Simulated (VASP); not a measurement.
# MgF2 (Sellaite) (P4_2/mnm) in VASP: notebook, part 2 of 3

VASP 6.6.1.

## Step 3: Single point, PBE

Input file INCAR:

```
ALGO = Normal
EDIFF = 1E-6
ENCUT = 600
GGA = PE
GGA_COMPAT = False
ISIF = 2
ISMEAR = 0
LASPH = True
LCHARG = False
LREAL = False
LWAVE = False
NBANDS = 25
NELM = 120
PREC = Accurate
SIGMA = 0.01
```

Input file KPOINTS:

```
k-points
0
Gamma
  4 4 6
```

Input file POSCAR:

```
MgF2
1.0
    4.6220162608      0.0000000000      0.0000000000
    0.0000000000      4.6220162608      0.0000000000
    0.0000000000      0.0000000000      3.0461115457
Mg F
2 4
Direct
    0.0000000000      0.0000000000      0.0000000000
    0.5000000000      0.5000000000      0.5000000000
    0.3029506049      0.3029506049      0.0000000000
    0.1970493951      0.8029506049      0.5000000000
    0.6970493951      0.6970493951      0.0000000000
    0.8029506049      0.1970493951      0.5000000000
```

Potentials or basis: VASP PAW PBE potentials, release 64 (Mg, F).

Started as:

```bash
$ cat potpaw_PBE.64/Mg/POTCAR potpaw_PBE.64/F/POTCAR > POTCAR
$ mpirun -np 1 vasp_std > vasp.out
```

OUTCAR:

```text
EDIFF = 1E-6
   ENCUT = 600
   GGA = PE
   ISIF = 2
   ISMEAR = 0
   LASPH = True
   LREAL = False
   NELM = 120
   PREC = Accurate

 ion  position               nearest neighbor table
   1  0.000  0.000  0.000-   3 1.98   5 1.98   4 1.99   6 1.99   4 1.99   6 1.99   2 3.61   2 3.61
                             2 3.61   2 3.61   2 3.61   2 3.61   2 3.61   2 3.61
   2  0.500  0.500  0.500-   4 1.98   6 1.98   5 1.99   3 1.99   3 1.99   5 1.99   1 3.61   1 3.61
                             1 3.61   1 3.61   1 3.61   1 3.61   1 3.61   1 3.61
   3  0.303  0.303  0.000-   1 1.98   2 1.99   2 1.99
   4  0.197  0.803  0.500-   2 1.98   1 1.99   1 1.99
   5  0.697  0.697  0.000-   1 1.98   2 1.99   2 1.99
   6  0.803  0.197  0.500-   2 1.98   1 1.99   1 1.99

  LATTYP: Found a simple tetragonal cell.
 ALAT       =     4.6220162608
 C/A-ratio  =     0.6590438834

  Lattice vectors:

 A1 = (   4.6220162608,   0.0000000000,   0.0000000000)
 A2 = (   0.0000000000,   4.6220162608,   0.0000000000)
 A3 = (   0.0000000000,   0.0000000000,   3.0461115457)

Analysis of symmetry for initial positions (statically):
=====================================================================
 Subroutine PRICEL returns:
 Original cell was already a primitive cell.

 Routine SETGRP: Setting up the symmetry group for a
 simple tetragonal supercell.

 Subroutine GETGRP returns: Found 16 space group operations
 (whereof  8 operations were pure point group operations)
 out of a pool of 16 trial point group operations.

The static configuration has the point symmetry D_2h.
 The point group associated with its full space group is D_4h.

Analysis of symmetry for dynamics (positions and initial velocities):
=====================================================================
 Subroutine PRICEL returns:
 Original cell was already a primitive cell.

 Routine SETGRP: Setting up the symmetry group for a
 simple tetragonal supercell.

 Subroutine GETGRP returns: Found 16 space group operations
 (whereof  8 operations were pure point group operations)
 out of a pool of 16 trial point group operations.

The dynamic configuration has the point symmetry D_2h.
 The point group associated with its full space group is D_4h.

 Subroutine INISYM returns: Found 16 space group operations
 (whereof  8 operations are pure point group operations),
 and found     1 'primitive' translations

----------------------------------------------------------------------------------------

                                     Primitive cell

  volume of cell :      65.0742

  direct lattice vectors                    reciprocal lattice vectors
     4.622016261  0.000000000  0.000000000     0.216355794  0.000000000  0.000000000
     0.000000000  4.622016261  0.000000000     0.000000000  0.216355794  0.000000000
     0.000000000  0.000000000  3.046111546     0.000000000  0.000000000  0.328287387

  length of vectors
     4.622016261  4.622016261  3.046111546     0.216355794  0.216355794  0.328287387

  position of ions in fractional coordinates (direct lattice)
     0.000000000  0.000000000  0.000000000
     0.500000000  0.500000000  0.500000000
     0.302950605  0.302950605  0.000000000
[... 39 lines left out ...]
 Following reciprocal coordinates:
            Coordinates               Weight
  0.000000  0.000000  0.000000      1.000000
  0.250000  0.000000  0.000000      4.000000
  0.500000  0.000000  0.000000      2.000000
  0.250000  0.250000  0.000000      4.000000
  0.500000  0.250000  0.000000      4.000000
  0.500000  0.500000  0.000000      1.000000
[... 16 lines left out ...]
  0.500000  0.250000  0.500000      4.000000
  0.500000  0.500000  0.500000      1.000000
   k-points           NKPTS =     24   k-points in BZ     NKDIM =     24   number of bands    NBANDS=     25
   number of dos      NEDOS =    301   number of ions     NIONS =      6
   total plane-waves  NPLWV =  38400
   dimension x,y,z NGX =    40 NGY =   40 NGZ =   24
   dimension x,y,z NGXF=    80 NGYF=   80 NGZF=   48
   ions per type =               2   4
   NGX,Y,Z   is equivalent  to a cutoff of  14.39, 14.39, 13.10 a.u.
   NGXF,Y,Z  is equivalent  to a cutoff of  28.77, 28.77, 26.20 a.u.
 SYSTEM =  unknown system
   PREC   = accura    normal or accurate (medium, high low for compatibility)
   ISTART =      0    job   : 0-new  1-cont  2-samecut
   ICHARG =      2    charge: 1-file 2-atom 10-const
   ISPIN  =      1    spin polarized calculation?
   LNONCOLLINEAR =      F non collinear calculations
   LSORBIT =      F    spin-orbit coupling
   LASPH  =      T    aspherical Exc in radial PAW
   ENCUT  =  600.0 eV  44.10 Ry    6.64 a.u.   9.23  9.23  6.08*2*pi/ulx,y,z
   NELM   =    120;   NELMIN=  2; NELMDL= -5     # of ELM steps
   EDIFF  = 0.1E-05   stopping-criterion for ELM
   LREAL  =      F    real-space projection
   EDIFFG = 0.1E-04   stopping-criterion for IOM
   NSW    =      0    number of steps for IOM
   IBRION =     -1    ionic relax: 0-MD 1-quasi-New 2-CG
   NFREE  =      0    steps in history (QN), initial steepest desc. (CG)
   ISIF   =      2    stress and relaxation
   ISYM   =      2    0-nonsym 1-usesym 2-fastsym
   POTIM  = 0.5000    time-step for ionic-motion
   TEBEG  =    0.0;   TEEND  =   0.0 temperature during run
   PSTRESS=    0.0 pullay stress
   NELECT =      32.0000    total number of electrons
   NUPDOWN=      -1.0000    fix difference up-down
   EMIN   =  10.00;   EMAX   =-10.00  energy-range for DOS
   EFERMI =   0.00;   METHOD = LEGACY
   ISMEAR =     0;   SIGMA  =   0.01  broadening in eV -4-tet -1-fermi 0-gaus
   EFERMI_NEDOS =   21; number of points for ismear=-14 and -15
   IALGO  =     38    algorithm
   IMIX   =      4    mixing-type and parameters
     AMIX     =   0.40;   BMIX     =  1.00
     AMIX_MAG =   1.60;   BMIX_MAG =  1.00
  volume/ion in A,a.u.               =      10.85        73.19
  Fermi-wavevector in a.u.,A,eV,Ry     =   1.292177  2.441860 22.717929  1.669721
  Thomas-Fermi vector in A             =   2.423901
   LORBIT       =      0    0 simple, 1 ext, 2 COOP (PROOUT), +10 PAW based schemes
   GGA     = PE    functional components
   LHFCALC =     F    Hartree Fock is set to
   AEXX    =    0.0000 exact exchange contribution
   IVDW    =     0    specifies the selected vdW correction
   LEPSILON=     F    determine dielectric tensor
   LRPA    =     F    only Hartree local field effects (RPA)
 non-spin polarized calculation
 Gauss-broadening in eV      SIGMA  =   0.01
  energy-cutoff  :      600.00
  volume of cell :       65.07
 maximum number of plane-waves:      2192
 NGX is ok and might be reduce to    40
   NGX = 19   NGY = 19   NGZ = 13

 number of electron      32.0000022 magnetization

 Free energy of the ion-electron system (eV)
  ---------------------------------------------------
  ext. energy  EPLUGINS =         0.00000000
  ---------------------------------------------------
  free energy    TOTEN  =       -31.51558953 eV

  energy without entropy =      -31.51558953  energy(sigma->0) =      -31.51558953

 E-fermi :  -1.0650     XC(G=0):  -9.7451

 val. band max:       -1.1939474976   @ k =   0.0000   0.0000   0.0000
 cond. band min:       5.9262868699   @ k =   0.0000   0.0000   0.0000
 fundamental gap:      7.1202343675
 Fermi energy:        -1.0649725871

 k-point     1 :       0.0000    0.0000    0.0000
  band No.  band energies     occupation
      1     -21.9531      2.00000
      2     -21.1461      2.00000
      3     -21.1461      2.00000
      4     -21.0523      2.00000
      5      -5.2815      2.00000
      6      -3.7041      2.00000
[... 661 lines left out ...]
     24      13.9175      0.00000
     25      16.8872      0.00000

------------------------ aborting loop because EDIFF is reached ----------------------------------------

  FORCE on cell =-STRESS in cart. coord.  units (eV):
  Direction    XX          YY          ZZ          XY          YZ          ZX
  --------------------------------------------------------------------------------------
  -------------------------------------------------------------------------------------
  Total        1.5077031      1.5077031      1.6803544      0.0000000      0.0000000      0.0000000
  in kB       37.1208297     37.1208297     41.3716385      0.0000000      0.0000000      0.0000000
  external PRESSURE =      38.5377660 kB  Pullay stress =       0.0000000 kB

 VOLUME and BASIS-vectors are now :
 -----------------------------------------------------------------------------
  energy-cutoff  :      600.00
  volume of cell :       65.07
      direct lattice vectors                 reciprocal lattice vectors
     4.622016261  0.000000000  0.000000000     0.216355794  0.000000000  0.000000000
     0.000000000  4.622016261  0.000000000     0.000000000  0.216355794  0.000000000
     0.000000000  0.000000000  3.046111546     0.000000000  0.000000000  0.328287387

 POSITION                                       TOTAL-FORCE (eV/Angst)
 -----------------------------------------------------------------------------------
      0.00000      0.00000      0.00000         0.000000     -0.000000      0.000000
      2.31101      2.31101      1.52306         0.000000     -0.000000      0.000000
      1.40024      1.40024      0.00000        -0.018040     -0.018040     -0.000000
      0.91077      3.71125      1.52306         0.018040     -0.018040     -0.000000
      3.22177      3.22177      0.00000         0.018040      0.018040      0.000000
      3.71125      0.91077      1.52306        -0.018040      0.018040      0.000000
 -----------------------------------------------------------------------------------
    total drift:                                0.000000     -0.000000     -0.000000

  FREE ENERGIE OF THE ION-ELECTRON SYSTEM (eV)
  ---------------------------------------------------
  free  energy   TOTEN  =       -31.5155895329 eV

  energy  without entropy=      -31.5155895329  energy(sigma->0) =      -31.51558953
```

OSZICAR:

```text
N       E                     dE             d eps       ncg     rms          rms(c)
DAV:   1     0.189159960287E+03    0.18916E+03   -0.19091E+04  1256   0.134E+03
DAV:   2    -0.249588912762E+02   -0.21412E+03   -0.20644E+03  1438   0.305E+02
DAV:   3    -0.340416538069E+02   -0.90828E+01   -0.90539E+01  1532   0.600E+01
DAV:   4    -0.340928315883E+02   -0.51178E-01   -0.51172E-01  1301   0.512E+00
DAV:   5    -0.340930877106E+02   -0.25612E-03   -0.25611E-03  1489   0.357E-01    0.100E+01
DAV:   6    -0.314660324929E+02    0.26271E+01   -0.81194E+00  1377   0.205E+01    0.298E+00
DAV:   7    -0.314852652429E+02   -0.19233E-01   -0.87097E-02  1234   0.194E+00    0.192E+00
DAV:   8    -0.315149556065E+02   -0.29690E-01   -0.57596E-02  1229   0.234E+00    0.210E-01
DAV:   9    -0.315150608966E+02   -0.10529E-03   -0.12054E-03  1534   0.247E-01    0.819E-02
DAV:  10    -0.315155900360E+02   -0.52914E-03   -0.49761E-04  1229   0.158E-01    0.192E-02
DAV:  11    -0.315155889591E+02    0.10770E-05   -0.90827E-06  1537   0.259E-02    0.390E-03
DAV:  12    -0.315155895329E+02   -0.57379E-06   -0.12009E-06   925   0.883E-03
   1 F= -.31515590E+02 E0= -.31515590E+02  d E =-.335984E-76
```

stdout:

```text
POSCAR found type information on POSCAR MgF
 POSCAR found :  2 types and       6 ions
 scaLAPACK will be used
 LDA part: xc-table for (Slater+PW92), standard interpolation
 POSCAR, INCAR and KPOINTS ok, starting setup
 FFT: planning ... GRIDC
 FFT: planning ... GRID_SOFT
 FFT: planning ... GRID
 WAVECAR not read
 entering main loop
```

It took 23 s on 1 thread of Intel Xeon Platinum 8375C at 2.90GHz (Ice Lake), shared host; peak memory 0.2 GiB.

What came out:

- Free energy: -31.5156 eV
- Pressure: 3.9 GPa
- Largest force: 0.026 eV/Å
- Band gap on the k mesh: 7.12 eV, direct

Forces on the atoms (eV/Å):
```
Mg   0.000  0.000  0.000
Mg   0.000  0.000  0.000
F   -0.018 -0.018  0.000
F    0.018 -0.018  0.000
F    0.018  0.018  0.000
F   -0.018  0.018  0.000
```

Stress tensor (GPa, compression positive):
```
3.71 0.00 0.00
0.00 3.71 0.00
0.00 0.00 4.14
```

## Step 4: Single point, PBE

Input file INCAR:

```
SYSTEM = MgF2
  ALGO = Normal
  EDIFF = 1E-6
  ENCUT = 600
  GGA = PE
  GGA_COMPAT = .FALSE.
  ISIF = 2
  ISMEAR = 0
  LASPH = .TRUE.
  LCHARG = .FALSE.
  LREAL = .FALSE.
  LWAVE = .FALSE.
  NBANDS = 25
  NELM = 120
  PREC = Accurate
  SIGMA = 0.01
```

Input file KPOINTS:

```
k-points
0
G
  4 4 6
  0 0 0
```

POSCAR is that of step 3.

Started as:

```bash
$ cat potpaw_PBE.64/Mg/POTCAR potpaw_PBE.64/F/POTCAR > POTCAR
$ mpirun -np 1 vasp_std > vasp.out
```

Run time: 23 s. Hardware: 1 thread of Intel Xeon Platinum 8375C at 2.90GHz (Ice Lake), shared host; peak memory 0.2 GiB.

Results (log left out):

| Quantity | Value |
| --- | --- |
| Free energy | -31.5156 eV |
| Pressure | 3.9 GPa |
| Largest force | 0.026 eV/Å |
| Band gap on the k mesh | 7.12 eV, direct |

Forces on the atoms (eV/Å):
```
Mg   0.000  0.000  0.000
Mg   0.000  0.000  0.000
F   -0.018 -0.018  0.000
F    0.018 -0.018  0.000
F    0.018  0.018  0.000
F   -0.018  0.018  0.000
```

Stress tensor (GPa, compression positive):
```
3.71 0.00 0.00
0.00 3.71 0.00
0.00 0.00 4.14
```

Levels at points of the mesh, in eV from the valence-band top:
```tsv
k point	band 13	band 14	band 15	band 16	band 17	band 18	band 19	band 20
(0.00, 0.00, 0.00)	-0.73	-0.32	-0.32	0.00	7.12	12.28	12.28	13.76
(0.50, 0.00, 0.00)	-0.98	-0.98	-0.38	-0.38	9.53	9.53	13.53	13.53
(0.50, 0.50, 0.00)	-0.95	-0.95	-0.78	-0.78	11.24	11.24	11.32	11.32
(0.00, 0.00, 0.50)	-1.15	-1.15	-0.86	-0.86	11.88	11.88	14.99	14.99
(0.50, 0.00, 0.50)	-0.74	-0.74	-0.67	-0.67	12.78	12.78	13.50	13.50
(0.50, 0.50, 0.50)	-0.61	-0.61	-0.48	-0.48	13.33	13.33	13.35	13.35
```

(Part 2 of 3 ends here.)
